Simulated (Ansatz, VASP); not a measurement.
Two plane-wave programs on NaI

POSCAR

```
NaI
1.0
    4.0405366932      0.0000000000      0.0000000000
    0.0000000000      4.0405366932      0.0000000000
    0.0000000000      0.0000000000      4.0405366932
Na I
1 1
Direct
    0.0000000000      0.0000000000      0.0000000000
    0.5000000000      0.5000000000      0.5000000000
```

Contents of INCAR.step1:

```
PREC = Accurate
ENCUT = 520
ISMEAR = 0
SIGMA = 0.01
LREAL = F
LASPH = T
NELM = 80
NBANDS = 14
GGA = PE
ALGO = Normal
EDIFF = 1E-4
LWAVE = T
LCHARG = F
```

Contents of INCAR.step2:

```
PREC = Accurate
ENCUT = 520
EDIFF = 1E-6
ISMEAR = 0
SIGMA = 0.01
LREAL = F
LASPH = T
NELM = 80
ALGO = Normal
ISIF = 2
LWAVE = F
LCHARG = T
METAGGA = R2SCAN
LMIXTAU = T
LELF = T
LVHAR = T
NBANDS = 14
ISTART = 1
```

File KPOINTS:

```
regular mesh
0
Gamma
  6 6 6
```

Input for Ansatz:

```yaml
crystal:
  lattice:
    - [4.0405366932, 0.0, 0.0]
    - [0.0, 4.0405366932, 0.0]
    - [0.0, 0.0, 4.0405366932]
  atoms:
    - { symbol: Na, position: [0.0, 0.0, 0.0] }
    - { symbol: I, position: [0.5, 0.5, 0.5] }
kpoints:
  mp_grid: { grid: [6, 6, 6] }
hamiltonian:
  xc: r2scan
scf:
  occupations: { method: fixed }
output:
  optics:
    e_range: [0, 15]
    de: 0.05
    sigma: 0.1
    bands: { spectra_wanted_up_to: 15 }
  write_density: true
  write_potential: true
  elf: true
  volumetric_format: npy
```

Alike in both runs: task single point; functional r2SCAN; k mesh 6 × 6 × 6; no spin polarisation.

```csv
,VASP,Ansatz
version,VASP 6.6.1,Ansatz 0.2.0
potentials or method,"VASP PAW PBE potentials, release 64 (Na_pv, I)","plane waves, PAW"
plane-wave cutoff (eV),520,500
occupations,"gaussian, width 0.01 eV",fixed
valence electrons in the cell,14,26
```

|  | VASP | Ansatz | Ansatz less VASP |
| --- | --- | --- | --- |
| gap on the k mesh at the Fermi level (eV) | 3.07 | 3.06 | -0.014 |

VASP's potentials were made for PBE, not for r2SCAN. VASP's potentials hold 14 valence electrons a cell and Ansatz's 26, so a difference there can come from the potentials and not from the codes.

Neither program's run includes spin-orbit coupling.
